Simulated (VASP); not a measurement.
# Al3BiO (P4/mmm) in VASP: notebook, part 2 of 2

VASP 6.6.1. Earlier steps stand in the parts before.

### 5 Relaxation of cell and atoms, PBE

The input, INCAR:

```
SYSTEM = Al3BiO
PREC     = Accurate       ! precision mode
ENCUT    = 600            ! plane-wave cutoff, eV
EDIFF    = 1E-6           ! SCF threshold, eV
ISMEAR   = 0              ! smearing method
SIGMA    = 0.1            ! smearing width, eV
LREAL    = .FALSE.        ! projectors in reciprocal space
LASPH    = .TRUE.         ! aspherical terms in the spheres
NELM     = 100            ! most SCF steps
ALGO     = Normal         ! electronic algorithm
ISIF     = 3              ! what is computed and relaxed
LWAVE    = .FALSE.        ! write WAVECAR
LCHARG   = .FALSE.        ! write CHGCAR
GGA      = PE             ! functional
IBRION   = 2              ! ionic algorithm
NSW      = 90             ! ionic steps
EDIFFG   = -0.04          ! ionic threshold
```

The input, KPOINTS:

```
Automatic mesh
0
G
  4 4 6
  0 0 0
```

The input, POSCAR:

```
Al3BiO
1.0
    5.0291614600      0.0000000000      0.0000000000
    0.0000000000      5.0291614600      0.0000000000
    0.0000000000      0.0000000000      3.6630043200
Al Bi O
3 1 1
Direct
    0.0000000000      0.0000000000      0.0000000000
    0.0000000000      0.5000000000      0.5000000000
    0.5000000000      0.0000000000      0.5000000000
    0.5000000000      0.5000000000      0.0000000000
    0.0000000000      0.0000000000      0.5000000000
```

Launch:

```
$ cat potpaw_PBE.64/Al/POTCAR potpaw_PBE.64/Bi_d/POTCAR potpaw_PBE.64/O/POTCAR > POTCAR
$ mpirun -np 1 vasp_std > vasp.out
```

Run time: 83 s. Hardware: 1 thread of AMD EPYC 9R45 (Zen 5), shared host; peak memory 0.22 GiB.

Results (log left out):

```
Free energy                           : -21.4632 eV
Relaxed volume                        : 19.69 Å³/atom
Relaxed cell                          : a = 5.221 Å, b = 5.221 Å, c = 3.611 Å, α = 90.00°, β = 90.00°, γ = 90.00°
Space group after relaxing (to 0.1 Å) : P4/mmm (No. 123)
Energy gained by relaxing             : 15.5 meV/atom
Ionic steps                           : 4
Pressure after relaxing               : -0.1 GPa
Band gap on the k mesh                : zero (bands 15 and 16 overlap by 2.72 eV)
```

Stress tensor (GPa, compression positive):
```
-0.04  0.00  0.00
 0.00 -0.04  0.00
 0.00  0.00 -0.16
```

Step by step:
```
step  energy change (eV)  largest force (eV/Å)  pressure (GPa)  volume (Å³)
   1              0.0000                0.0000            2.49        92.65
   2             -0.0566                0.0000            0.27        96.55
   3             -0.0641                0.0000           -0.81        98.78
   4             -0.0774                0.0000           -0.08        98.44
```

Final structure:
```xyz
5
Lattice="5.2212 0.0000 0.0000 0.0000 5.2212 0.0000 0.0000 0.0000 3.6109" Properties=species:S:1:pos:R:3 pbc="T T T"
Al    0.0000    5.2212    0.0000
Al    0.0000    2.6106    1.8054
Al    2.6106    5.2212    1.8054
Bi    2.6106    2.6106    3.6109
O     0.0000    5.2212    1.8054
```

Levels at points of the mesh, in eV from the Fermi level:
| k point | band 11 | band 12 | band 13 | band 14 | band 15 | band 16 | band 17 | band 18 | band 19 |
| --- | --- | --- | --- | --- | --- | --- | --- | --- | --- |
| (0.00, 0.00, 0.00) | -4.52 | -4.10 | -2.95 | -2.95 | 0.71 | 0.76 | 2.52 | 2.52 | 2.90 |
| (0.50, 0.00, 0.00) | -6.28 | -3.51 | -2.21 | -1.02 | 0.99 | 1.19 | 1.96 | 2.58 | 3.75 |
| (0.50, 0.50, 0.00) | -3.82 | -3.82 | -3.34 | 1.65 | 1.73 | 2.94 | 2.94 | 2.97 | 3.66 |
| (0.00, 0.00, 0.50) | -5.80 | -2.01 | -2.01 | -1.97 | -1.14 | -0.76 | 0.47 | 0.92 | 0.92 |
| (0.50, 0.00, 0.50) | -4.20 | -3.63 | -3.53 | -1.62 | -1.26 | 0.16 | 0.26 | 0.61 | 2.12 |
| (0.50, 0.50, 0.50) | -4.89 | -4.20 | -4.20 | -1.70 | -1.70 | 0.01 | 0.76 | 3.74 | 3.74 |

Caveat: spin-orbit coupling is left out, which moves the levels of the heavy elements.

### 6 Relaxation of cell and atoms, PBE

This run uses another cell than the first one, of 19.61 Å³/atom.

The input, INCAR:

```
SYSTEM = Al3BiO
PREC = Accurate
ENCUT = 600
EDIFF = 1E-6
ISMEAR = 0
SIGMA = 0.1
LREAL = .False.
LASPH = .True.
NELM = 80
ALGO = Normal
ISIF = 3
LWAVE = .False.
LCHARG = .False.
GGA = PE
IBRION = 2
NSW = 100
EDIFFG = -0.01
```

The input, KPOINTS:

```
regular mesh
0
Gamma
  8 8 10
  0 0 0
```

POSCAR: that of step 5 with these lines changed.

```diff
@@ -2,5 +2,5 @@
 1.0
-    5.0291614600      0.0000000000      0.0000000000
-    0.0000000000      5.0291614600      0.0000000000
-    0.0000000000      0.0000000000      3.6630043200
+    5.2142173886      0.0000000000      0.0000000000
+    0.0000000000      5.2142173886      0.0000000000
+    0.0000000000      0.0000000000      3.6059358077
 Al Bi O
```

Potentials or basis: VASP PAW PBE potentials, release 64 (Al, Bi_d, O).

Launch:

```
$ cat potpaw_PBE.64/Al/POTCAR potpaw_PBE.64/Bi_d/POTCAR potpaw_PBE.64/O/POTCAR > POTCAR
$ mpirun -np 1 vasp_std > vasp.out
```

OUTCAR:

```text
SYSTEM = Al3BiO
   PREC = Accurate
   ENCUT = 600
   EDIFF = 1E-6
   ISMEAR = 0
   LREAL = .False.
   LASPH = .True.
   NELM = 80
   ISIF = 3
   GGA = PE
   IBRION = 2
   NSW = 100
   EDIFFG = -0.01

 ion  position               nearest neighbor table
   1  0.000  0.000  0.000-   5 1.80   5 1.80   2 3.17   2 3.17   3 3.17   3 3.17   2 3.17   2 3.17
                             3 3.17   3 3.17
   2  0.000  0.500  0.500-   5 2.61   5 2.61   1 3.17   1 3.17   4 3.17   1 3.17   4 3.17   1 3.17
                             4 3.17   4 3.17
   3  0.500  0.000  0.500-   5 2.61   5 2.61   1 3.17   1 3.17   4 3.17   4 3.17   4 3.17   1 3.17
                             4 3.17   1 3.17
   4  0.500  0.500  0.000-   2 3.17   3 3.17   2 3.17   3 3.17   3 3.17   3 3.17   2 3.17   2 3.17

   5  0.000  0.000  0.500-   1 1.80   1 1.80   3 2.61   2 2.61   2 2.61   3 2.61

  LATTYP: Found a simple tetragonal cell.
 ALAT       =     5.2142173886
 C/A-ratio  =     0.6915583949

  Lattice vectors:

 A1 = (   5.2142173886,   0.0000000000,   0.0000000000)
 A2 = (   0.0000000000,   5.2142173886,   0.0000000000)
 A3 = (   0.0000000000,   0.0000000000,   3.6059358077)

Analysis of symmetry for initial positions (statically):
=====================================================================
 Subroutine PRICEL returns:
 Original cell was already a primitive cell.

 Routine SETGRP: Setting up the symmetry group for a
 simple tetragonal supercell.

 Subroutine GETGRP returns: Found 16 space group operations
 (whereof 16 operations were pure point group operations)
 out of a pool of 16 trial point group operations.

The static configuration has the point symmetry D_4h.

Analysis of symmetry for dynamics (positions and initial velocities):
=====================================================================
 Subroutine PRICEL returns:
 Original cell was already a primitive cell.

 Routine SETGRP: Setting up the symmetry group for a
[... 155 lines left out ...]

 Free energy of the ion-electron system (eV)
  ---------------------------------------------------
  ext. energy  EPLUGINS =         0.00000000
  ---------------------------------------------------
  free energy    TOTEN  =       -21.40029366 eV

  energy without entropy =      -21.38655385  energy(sigma->0) =      -21.39342376

------------------------ aborting loop because EDIFF is reached ----------------------------------------

  FORCE on cell =-STRESS in cart. coord.  units (eV):
  Direction    XX          YY          ZZ          XY          YZ          ZX
  --------------------------------------------------------------------------------------
  -------------------------------------------------------------------------------------
  Total       -0.0651303     -0.0651303      0.7148848      0.0000000      0.0000000      0.0000000
  in kB       -1.0643824     -1.0643824     11.6828923      0.0000000      0.0000000      0.0000000
  external PRESSURE =       3.1847092 kB  Pullay stress =       0.0000000 kB
[... 98 lines left out ...]
  FREE ENERGIE OF THE ION-ELECTRON SYSTEM (eV)
  ---------------------------------------------------
  free  energy   TOTEN  =       -21.4033582030 eV

  energy  without entropy=      -21.3907425577  energy(sigma->0) =      -21.39705038

[... ionic steps 4 to 8 ...]

--------------------------------------- Ionic step        9  -------------------------------------------

 number of electron      29.9999986 magnetization

------------------------ aborting loop because EDIFF is reached ----------------------------------------
[... 73 lines left out ...]
--------------------------------------- Ionic step       11  -------------------------------------------

 number of electron      29.9999986 magnetization

 Free energy of the ion-electron system (eV)
  ---------------------------------------------------
  ext. energy  EPLUGINS =         0.00000000
  ---------------------------------------------------
  free energy    TOTEN  =       -21.40734878 eV

  energy without entropy =      -21.39520288  energy(sigma->0) =      -21.40127583

 E-fermi :   6.9670     XC(G=0):  -9.9378

 val. band max:        6.9579509974   @ k =   0.3750   0.2500   0.4000
 cond. band min:       6.9731838815   @ k =   0.5000   0.1250   0.4000
 fundamental gap:      0.0152328841
 Fermi energy:         6.9670045896

 k-point     1 :       0.0000    0.0000    0.0000
  band No.  band energies     occupation
      1     -15.9014      2.00000
      2     -15.8659      2.00000
      3     -15.8521      2.00000
      4     -15.8481      2.00000
      5     -15.8481      2.00000
      6     -13.2553      2.00000
[... 505 lines left out ...]
      6     -13.2233      2.00000
[... 11 lines left out ...]
     18       9.5801      0.00000
     19       9.8923      0.00000

 [... further k-points ...]

------------------------ aborting loop because EDIFF is reached ----------------------------------------

  FORCE on cell =-STRESS in cart. coord.  units (eV):
  Direction    XX          YY          ZZ          XY          YZ          ZX
  --------------------------------------------------------------------------------------
  -------------------------------------------------------------------------------------
  Total        0.0088239      0.0088239      0.0084911      0.0000000     -0.0000000      0.0000000
  in kB        0.1455398      0.1455398      0.1400504      0.0000000     -0.0000000      0.0000000
  external PRESSURE =       0.1437100 kB  Pullay stress =       0.0000000 kB
[... 20 lines left out ...]
  FREE ENERGIE OF THE ION-ELECTRON SYSTEM (eV)
  ---------------------------------------------------
  free  energy   TOTEN  =       -21.4073487773 eV

  energy  without entropy=      -21.3952028809  energy(sigma->0) =      -21.40127583

 reached required accuracy - stopping structural energy minimisation
```

Run time: 12 min. Hardware: 1 thread of AMD EPYC 9R45 (Zen 5), shared host; peak memory 0.35 GiB.

Results:

| Item | Value |
| --- | --- |
| Free energy | -21.4073 eV |
| Relaxed volume | 19.43 Å³/atom |
| Relaxed cell | a = 5.152 Å, b = 5.152 Å, c = 3.660 Å, α = 90.00°, β = 90.00°, γ = 90.00° |
| Space group after relaxing (to 0.1 Å) | P4/mmm (No. 123) |
| Energy gained by relaxing | 1.4 meV/atom |
| Ionic steps | 11 |
| Pressure after relaxing | 0.0 GPa |
| Band gap on the k mesh | zero (bands 15 and 16 overlap by 2.66 eV) |

The path:
| step | energy change (eV) | largest force (eV/Å) | pressure (GPa) | volume (Å³) |
| --- | --- | --- | --- | --- |
| 1 | 0.0000 | 0.0000 | 0.32 | 98.04 |
| 2 | -0.0030 | 0.0000 | -0.29 | 98.59 |
| 3 | -0.0031 | 0.0000 | -0.40 | 98.71 |
| 4 | -0.0052 | 0.0000 | -0.31 | 98.24 |
| 5 | -0.0067 | 0.0000 | -0.20 | 97.66 |
| 6 | -0.0055 | 0.0000 | 0.08 | 96.49 |
| 7 | -0.0070 | 0.0000 | -0.15 | 97.34 |
| 8 | -0.0070 | 0.0000 | -0.12 | 97.26 |
| 9 | -0.0070 | 0.0000 | -0.12 | 97.29 |
| 10 | -0.0070 | 0.0000 | 0.10 | 97.02 |
| 11 | -0.0071 | 0.0000 | 0.01 | 97.14 |

Final structure:
```
Al Bi O
1.0
     5.15162    0.00000    0.00000
     0.00000    5.15162    0.00000
     0.00000    0.00000    3.66018
Al Bi O
3 1 1
Cartesian
  0.0000 0.0000 0.0000
  0.0000 2.5758 1.8301
  2.5758 0.0000 1.8301
  2.5758 2.5758 3.6602
  0.0000 0.0000 1.8301
```

Levels at points of the mesh, in eV from the Fermi level:
```csv
k point,band 13,band 14,band 15,band 16,band 17,band 18
"(0.00, 0.00, 0.00)",-2.79,-2.79,0.55,0.60,2.71,2.71
"(0.50, 0.00, 0.00)",-1.98,-0.92,0.77,1.33,2.24,2.63
"(0.50, 0.50, 0.00)",-3.29,1.49,1.79,3.25,3.29,3.29
"(0.00, 0.00, 0.50)",-2.00,-1.90,-0.99,-0.65,0.73,1.02
"(0.50, 0.00, 0.50)",-3.52,-1.51,-1.20,0.32,0.36,0.65
"(0.50, 0.50, 0.50)",-4.23,-1.56,-1.56,0.06,0.82,4.03
```

Caveat: spin-orbit coupling is left out, which moves the levels of the heavy elements.

### 7 Summary

```tsv
task	cell	k mesh	cutoff (eV)	gap on the mesh (eV)	pressure (GPa)	relaxed volume (Å³/atom)
single point	a = 5.029, b = 5.029, c = 3.663 Å, 5 atoms	4 × 4 × 6	520	none	2.5	-
single point	a = 5.214, b = 5.214, c = 3.606 Å, 5 atoms	4 × 4 × 6	520	none	0.2	-
single point	a = 5.162, b = 5.162, c = 3.655 Å, 5 atoms	8 × 8 × 10	520	none	0.0	-
relaxation of cell and atoms	relaxed from a = 5.029, b = 5.029, c = 3.663 Å, 5 atoms	4 × 4 × 6	600	none	-0.1	19.69
relaxation of cell and atoms	relaxed from a = 5.214, b = 5.214, c = 3.606 Å, 5 atoms	8 × 8 × 10	600	none	0.0	19.43
```

Alike in all rows: level PBE; potentials or basis VASP PAW PBE potentials, release 64 (Al, Bi_d, O); no spin polarisation; smearing gaussian 0.1 eV.

Caveats: spin-orbit coupling is left out, which moves the levels of the heavy elements.

Absolute energies hang on the potentials; compare differences alone.
